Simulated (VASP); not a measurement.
Wanted: the native input for a VASP 6.6.1 run.

| Quantity | Value |
| --- | --- |
| Task | single point |
| Functional | PBEsol |
| Potentials or basis | VASP PAW PBE potentials, release 64 (S, Mg) |
| Cutoff | 520 eV |
| k mesh | 7 × 7 × 7 |
| Occupations | fermi-dirac, width 0.05 eV |
| Spin | no spin polarisation |
| Dipole correction | no |
| Further INCAR settings | ALGO = Normal; EDIFF = 1e-07; NBANDS = 11 |

The structure of MgS lies in POSCAR:

```
MgS
1.0
    0.0000000000      2.8331200468      2.8331200468
    2.8331200468      0.0000000000      2.8331200468
    2.8331200468      2.8331200468      0.0000000000
S Mg
1 1
Direct
    0.2500000000      0.2500000000      0.2500000000
    0.0000000000      0.0000000000      0.0000000000
```

The input as run:

INCAR

```
SYSTEM = MgS
ALGO = Normal ; EDIFF = 1E-7
ENCUT = 520 ; GGA = PS
ISIF = 2 ; ISMEAR = -1
LASPH = .True. ; LCHARG = .False.
LREAL = .False. ; LWAVE = .False.
NBANDS = 11 ; NELM = 100
PREC = Accurate ; SIGMA = 0.05
```

KPOINTS

```
k-points
0
Gamma
  7 7 7
  0 0 0
```

Potentials or basis: VASP PAW PBE potentials, release 64 (S, Mg).

Launch:

```sh
$ cat potpaw_PBE.64/S/POTCAR potpaw_PBE.64/Mg/POTCAR > POTCAR
$ mpirun -np 1 vasp_std > vasp.out
```

Results of the run:

```json
{
 "Pressure": "-0.5 GPa",
 "Band gap on the k mesh": "3.28 eV, direct"
}
```

Caveat: the PAW data sets were made with another functional, which shifts forces and pressure a little.

Wall time 12 s on 1 thread of AMD EPYC 7R43 64-Core Processor (Zen 3), with other jobs on the host, peak memory 0.13 GiB.
